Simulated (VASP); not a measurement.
# Li (Im-3m) in VASP: notebook

The runs below take Li through equation of state, with vdW-DF2.

All numbers are computed with VASP 6.6.1; they aren't measurements. Logs are shortened: lines on timing, memory, paths and dates and some standing lists are left out, and cuts for length are marked.

### 1 The cell of the first run

Symmetry: Im-3m, No. 229, cubic system. Conventional cell: a = 3.509 Å, b = 3.509 Å, c = 3.509 Å, α = 90.00°, β = 90.00°, γ = 90.00°. Li (site symmetry m-3m) has 14 Li at 3.04 to 3.51 Å within 4.0 Å.

### 2 Equation of state, vdW-DF2

Contents of POSCAR.step1:

```
Li
1.0
   -1.7065529839      1.7065529839      1.7065529839
    1.7065529839     -1.7065529839      1.7065529839
    1.7065529839      1.7065529839     -1.7065529839
Li
1
Direct
    0.0000000000      0.0000000000      0.0000000000
```

Contents of POSCAR.step2:

```
Li
1.0
   -1.7309356065      1.7309356065      1.7309356065
    1.7309356065     -1.7309356065      1.7309356065
    1.7309356065      1.7309356065     -1.7309356065
Li
1
Direct
    0.0000000000      0.0000000000      0.0000000000
```

Contents of POSCAR.step3:

```
Li
1.0
   -1.7546500000      1.7546500000      1.7546500000
    1.7546500000     -1.7546500000      1.7546500000
    1.7546500000      1.7546500000     -1.7546500000
Li
1
Direct
    0.0000000000      0.0000000000      0.0000000000
```

Contents of POSCAR.step4:

```
Li
1.0
   -1.7777401479      1.7777401479      1.7777401479
    1.7777401479     -1.7777401479      1.7777401479
    1.7777401479      1.7777401479     -1.7777401479
Li
1
Direct
    0.0000000000      0.0000000000      0.0000000000
```

Contents of POSCAR.step5:

```
Li
1.0
   -1.8002455769      1.8002455769      1.8002455769
    1.8002455769     -1.8002455769      1.8002455769
    1.8002455769      1.8002455769     -1.8002455769
Li
1
Direct
    0.0000000000      0.0000000000      0.0000000000
```

Contents of INCAR:

```
GGA      = ML             # functional
LUSE_VDW = True         
AGGAC    = 0.0          
ZAB_VDW  = -1.8867      
ISMEAR   = 1              # smearing method
SIGMA    = 0.1            # smearing width, eV
LWAVE    = False          # write WAVECAR
LCHARG   = False          # write CHGCAR
ISIF     = 2              # what is computed and relaxed
NSW      = 0              # ionic steps
PREC     = Accurate       # precision mode
LASPH    = True           # aspherical terms in the spheres
LREAL    = False          # projectors in reciprocal space
ALGO     = Normal         # electronic algorithm
EDIFF    = 1E-6           # SCF threshold, eV
NELM     = 120            # most SCF steps
GGA_COMPAT= False        
ENCUT    = 650            # plane-wave cutoff, eV
KPAR     = 2
```

Contents of KPOINTS:

```
Automatic mesh
0
Gamma
  15 15 15
  0 0 0
```

Potentials or basis: VASP PAW PBE potentials, release 64 (Li_sv).

Launch:

```bash
$ cat potpaw_PBE.64/Li_sv/POTCAR > POTCAR
$ cp POSCAR.step1 POSCAR
$ mpirun -np 2 vasp_std > vasp.out
$ cp POSCAR.step2 POSCAR
$ mpirun -np 2 vasp_std > vasp.out
$ cp POSCAR.step3 POSCAR
$ mpirun -np 2 vasp_std > vasp.out
$ cp POSCAR.step4 POSCAR
$ mpirun -np 2 vasp_std > vasp.out
$ cp POSCAR.step5 POSCAR
$ mpirun -np 2 vasp_std > vasp.out
```

OUTCAR:

```text
GGA = ML
   ISMEAR = 1
   ISIF = 2
   NSW = 0
   PREC = Accurate
   LASPH = True
   LREAL = False
   EDIFF = 1E-6
   NELM = 120
   ENCUT = 650

 Found    120 irreducible k-points:

 Following reciprocal coordinates:
            Coordinates               Weight
  0.000000  0.000000  0.000000      1.000000
  0.066667  0.000000  0.000000     12.000000
  0.133333  0.000000  0.000000     12.000000
  0.200000  0.000000  0.000000     12.000000
  0.266667  0.000000  0.000000     12.000000
  0.333333  0.000000  0.000000     12.000000
   k-points           NKPTS =    120   k-points in BZ     NKDIM =    120   number of bands    NBANDS=      5
   number of dos      NEDOS =    301   number of ions     NIONS =      1
   total plane-waves  NPLWV =  21952
   dimension x,y,z NGX =    28 NGY =   28 NGZ =   28
   dimension x,y,z NGXF=    56 NGYF=   56 NGZF=   56
   ions per type =               1
   NGX,Y,Z   is equivalent  to a cutoff of  14.93, 14.93, 14.93 a.u.
   NGXF,Y,Z  is equivalent  to a cutoff of  29.86, 29.86, 29.86 a.u.
 SYSTEM =  unknown system
   PREC   = accura    normal or accurate (medium, high low for compatibility)
   ISTART =      0    job   : 0-new  1-cont  2-samecut
   ICHARG =      2    charge: 1-file 2-atom 10-const
   ISPIN  =      1    spin polarized calculation?
   LNONCOLLINEAR =      F non collinear calculations
   LSORBIT =      F    spin-orbit coupling
   LASPH  =      T    aspherical Exc in radial PAW
   ENCUT  =  650.0 eV  47.77 Ry    6.91 a.u.   6.48  6.48  6.48*2*pi/ulx,y,z
   NELM   =    120;   NELMIN=  2; NELMDL=  0     # of ELM steps
   EDIFF  = 0.1E-05   stopping-criterion for ELM
   LREAL  =      F    real-space projection
   EDIFFG = 0.1E-04   stopping-criterion for IOM
   NSW    =      0    number of steps for IOM
   IBRION =     -1    ionic relax: 0-MD 1-quasi-New 2-CG
   NFREE  =      0    steps in history (QN), initial steepest desc. (CG)
   ISIF   =      2    stress and relaxation
   ISYM   =      2    0-nonsym 1-usesym 2-fastsym
   POTIM  = 0.5000    time-step for ionic-motion
   TEBEG  =    0.0;   TEEND  =   0.0 temperature during run

   SCALEE = 1.0000    scale energy and forces
   PSTRESS=    0.0 pullay stress
   NELECT =       3.0000    total number of electrons
   NUPDOWN=      -1.0000    fix difference up-down
   EMIN   =  10.00;   EMAX   =-10.00  energy-range for DOS
   EFERMI =   0.00;   METHOD = LEGACY
   ISMEAR =     1;   SIGMA  =   0.10  broadening in eV -4-tet -1-fermi 0-gaus
   EFERMI_NEDOS =   21; number of points for ismear=-14 and -15
   IALGO  =     38    algorithm
   IMIX   =      4    mixing-type and parameters
     AMIX     =   0.40;   BMIX     =  1.00
     AMIX_MAG =   1.60;   BMIX_MAG =  1.00
  volume/ion in A,a.u.               =      23.34       157.49
  Fermi-wavevector in a.u.,A,eV,Ry     =   0.826222  1.561333  9.287922  0.682643
  Thomas-Fermi vector in A             =   1.938217
   LORBIT       =      0    0 simple, 1 ext, 2 COOP (PROOUT), +10 PAW based schemes
   GGA     = ML    functional components
   LHFCALC =     F    Hartree Fock is set to
   AEXX    =    0.0000 exact exchange contribution
   IVDW_NL    =     1    kernel type
   BPARAM     = 6.3000
   IVDW    =     0    specifies the selected vdW correction
   LEPSILON=     F    determine dielectric tensor
   LRPA    =     F    only Hartree local field effects (RPA)

   CSHIFT  =0.1000    complex shift for real part using Kramers Kronig

   OMEGAMAX=  -1.0    maximum frequency
 non-spin polarized calculation
 Methfessel and Paxton  Order N= 1 SIGMA  =   0.10
  energy-cutoff  :      650.00
  volume of cell :       23.34
 maximum number of plane-waves:       935
 NGX is ok and might be reduce to    28
   NGX = 13   NGY = 13   NGZ = 13

 number of electron       2.9999998 magnetization

 Free energy of the ion-electron system (eV)
  ---------------------------------------------------
  ext. energy  EPLUGINS =         0.00000000
  ---------------------------------------------------
  free energy    TOTEN  =        -1.00636434 eV

  energy without entropy =       -1.00633374  energy(sigma->0) =       -1.00635414

 E-fermi :   0.2241     XC(G=0):  -6.7858

 val. band max:        0.2212107736   @ k =   0.2000   0.2000   0.1333
 cond. band min:       0.2459018748   @ k =  -0.4000   0.4667   0.0667
 fundamental gap:      0.0246911013
 Fermi energy:         0.2240612646

 k-point     1 :       0.0000    0.0000    0.0000
  band No.  band energies     occupation
      1     -47.8846      2.00000
      2      -3.1649      2.00000
      3      12.8609      0.00000
      4      12.8610      0.00000
      5      12.8610      0.00000

 k-point     2 :       0.0667    0.0000    0.0000
  band No.  band energies     occupation
      1     -47.8841      2.00000
      2      -3.0853      2.00000
      3      12.4295      0.00000
      4      12.5398      0.00000
      5      12.7553      0.00000

 k-point     3 :       0.1333    0.0000    0.0000
  band No.  band energies     occupation
      1     -47.8829      2.00000
      2      -2.8473      2.00000
      3      11.1415      0.00000
      4      11.8349      0.00000
      5      12.4543      0.00000

 k-point     4 :       0.2000    0.0000    0.0000
  band No.  band energies     occupation
      1     -47.8810      2.00000
      2      -2.4511      2.00000
      3       9.3605      0.00000
      4      11.0714      0.00000
      5      12.0238      0.00000

 k-point     5 :       0.2667    0.0000    0.0000
  band No.  band energies     occupation
      1     -47.8790      2.00000
      2      -1.8996      2.00000
      3       7.5063      0.00000
      4      10.3956      0.00000
      5      11.5642      0.00000

 k-point     6 :       0.3333    0.0000    0.0000
  band No.  band energies     occupation
      1     -47.8770      2.00000
      2      -1.2028      2.00000
      3       5.7687      0.00000
      4       9.8645      0.00000
      5      11.1624      0.00000

 [... further k-points ...]
[... 5 lines left out ...]
  --------------------------------------------------------------------------------------
  -------------------------------------------------------------------------------------
  Total       -0.2957390     -0.2957390     -0.2957390     -0.0000000      0.0000000     -0.0000000
  in kB      -20.3031725    -20.3031725    -20.3031725     -0.0000000      0.0000000     -0.0000000
  external PRESSURE =     -20.3031725 kB  Pullay stress =       0.0000000 kB

 VOLUME and BASIS-vectors are now :
 -----------------------------------------------------------------------------
  energy-cutoff  :      650.00
  volume of cell :       23.34
      direct lattice vectors                 reciprocal lattice vectors
    -1.800245577  1.800245577  1.800245577     0.000000000  0.277739885  0.277739885
     1.800245577 -1.800245577  1.800245577     0.277739885  0.000000000  0.277739885
     1.800245577  1.800245577 -1.800245577     0.277739885  0.277739885  0.000000000

 POSITION                                       TOTAL-FORCE (eV/Angst)
 -----------------------------------------------------------------------------------
      0.00000      0.00000      0.00000        -0.000000      0.000000     -0.000000
 -----------------------------------------------------------------------------------
    total drift:                               -0.000000     -0.000000     -0.000000

  FREE ENERGIE OF THE ION-ELECTRON SYSTEM (eV)
  ---------------------------------------------------
  free  energy   TOTEN  =        -1.0063643382 eV

  energy  without entropy=       -1.0063337363  energy(sigma->0) =       -1.00635414

Total vdW correction in eV:      0.5483534
```

OUTCAR.step2:

```text
GGA = ML
   ISMEAR = 1
   ISIF = 2
   NSW = 0
   PREC = Accurate
   LASPH = True
[... 167 lines left out ...]
 -----------------------------------------------------------------------------------
      0.00000      0.00000      0.00000         0.000000     -0.000000      0.000000
 -----------------------------------------------------------------------------------
    total drift:                               -0.000000     -0.000000     -0.000000

  FREE ENERGIE OF THE ION-ELECTRON SYSTEM (eV)
  ---------------------------------------------------
  free  energy   TOTEN  =        -1.0292197017 eV

  energy  without entropy=       -1.0291457689  energy(sigma->0) =       -1.02919506

Total vdW correction in eV:      0.5452623
```

Wall time 91 s (2 MPI ranks of Intel Xeon Platinum 8488C (Sapphire Rapids), shared host); peak memory 0.31 GiB.

What came out:

| Item | Value |
| --- | --- |
| Equilibrium volume | 19.53 Å³/atom (rough: see the caveat) |
| Bulk modulus | 14.5 GPa (rough) |

Energy against volume, from the lowest point:
```tsv
volume (Å³/atom)	energy (meV/atom)
19.880	0.00
20.744	2.87
21.609	8.40
22.473	16.14
23.338	25.72
```

Caveat: the minimum lies outside the volumes run; the PAW data sets were made with another functional, which shifts forces and pressure a little.

### 3 Equation of state, vdW-DF2

Contents of POSCAR.step1:

```
Li
1.0
   -1.7003472819      1.7003472819      1.7003472819
    1.7003472819     -1.7003472819      1.7003472819
    1.7003472819      1.7003472819     -1.7003472819
Li
1
Direct
    0.0000000000      0.0000000000      0.0000000000
```

Contents of POSCAR.step2:

```
Li
1.0
   -1.7188307657      1.7188307657      1.7188307657
    1.7188307657     -1.7188307657      1.7188307657
    1.7188307657      1.7188307657     -1.7188307657
Li
1
Direct
    0.0000000000      0.0000000000      0.0000000000
```

Contents of POSCAR.step3:

```
Li
1.0
   -1.7369250508      1.7369250508      1.7369250508
    1.7369250508     -1.7369250508      1.7369250508
    1.7369250508      1.7369250508     -1.7369250508
Li
1
Direct
    0.0000000000      0.0000000000      0.0000000000
```

Contents of POSCAR.step4:

```
Li
1.0
   -1.7546500000      1.7546500000      1.7546500000
    1.7546500000     -1.7546500000      1.7546500000
    1.7546500000      1.7546500000     -1.7546500000
Li
1
Direct
    0.0000000000      0.0000000000      0.0000000000
```

Contents of POSCAR.step5:

```
Li
1.0
   -1.7720239022      1.7720239022      1.7720239022
    1.7720239022     -1.7720239022      1.7720239022
    1.7720239022      1.7720239022     -1.7720239022
Li
1
Direct
    0.0000000000      0.0000000000      0.0000000000
```

Contents of POSCAR.step6:

```
Li
1.0
   -1.7890636389      1.7890636389      1.7890636389
    1.7890636389     -1.7890636389      1.7890636389
    1.7890636389      1.7890636389     -1.7890636389
Li
1
Direct
    0.0000000000      0.0000000000      0.0000000000
```

Contents of POSCAR.step7:

```
Li
1.0
   -1.8057848290      1.8057848290      1.8057848290
    1.8057848290     -1.8057848290      1.8057848290
    1.8057848290      1.8057848290     -1.8057848290
Li
1
Direct
    0.0000000000      0.0000000000      0.0000000000
```

Edit INCAR of step 2 so:

```diff
@@ -5,3 +5,3 @@
 ISMEAR   = 1              # smearing method
-SIGMA    = 0.1            # smearing width, eV
+SIGMA    = 0.05           # smearing width, eV
 LWAVE    = False          # write WAVECAR
@@ -14,6 +14,6 @@
 ALGO     = Normal         # electronic algorithm
-EDIFF    = 1E-6           # SCF threshold, eV
+EDIFF    = 1E-7           # SCF threshold, eV
 NELM     = 120            # most SCF steps
 GGA_COMPAT= False        
-ENCUT    = 650            # plane-wave cutoff, eV
+ENCUT    = 1050           # plane-wave cutoff, eV
 KPAR     = 2
```

Contents of KPOINTS:

```
Automatic mesh
0
Gamma
  21 21 21
  0 0 0
```

Potentials or basis: VASP PAW PBE potentials, release 64 (Li_sv).

Launch:

```bash
$ cat potpaw_PBE.64/Li_sv/POTCAR > POTCAR
$ cp POSCAR.step1 POSCAR
$ mpirun -np 2 vasp_std > vasp.out
$ cp POSCAR.step2 POSCAR
$ mpirun -np 2 vasp_std > vasp.out
$ cp POSCAR.step3 POSCAR
$ mpirun -np 2 vasp_std > vasp.out
$ cp POSCAR.step4 POSCAR
$ mpirun -np 2 vasp_std > vasp.out
$ cp POSCAR.step5 POSCAR
$ mpirun -np 2 vasp_std > vasp.out
$ cp POSCAR.step6 POSCAR
$ mpirun -np 2 vasp_std > vasp.out
$ cp POSCAR.step7 POSCAR
$ mpirun -np 2 vasp_std > vasp.out
```

Run time: 5.4 min. Hardware: 2 MPI ranks of Intel Xeon Platinum 8488C (Sapphire Rapids), shared host; peak memory 0.5 GiB.

Results (log left out):

```
Equilibrium volume : 19.52 Å³/atom (rough: see the caveat)
Bulk modulus       : 14.6 GPa (rough)
```

Energy against volume, from the lowest point:
| volume (Å³/atom) | energy (meV/atom) |
| --- | --- |
| 19.664 | 0.00 |
| 20.312 | 1.33 |
| 20.961 | 4.31 |
| 21.609 | 8.72 |
| 22.257 | 14.37 |
| 22.905 | 21.11 |
| 23.554 | 28.79 |

Caveat: the minimum lies outside the volumes run; the PAW data sets were made with another functional, which shifts forces and pressure a little.

(Part 1 of 2 ends here.)
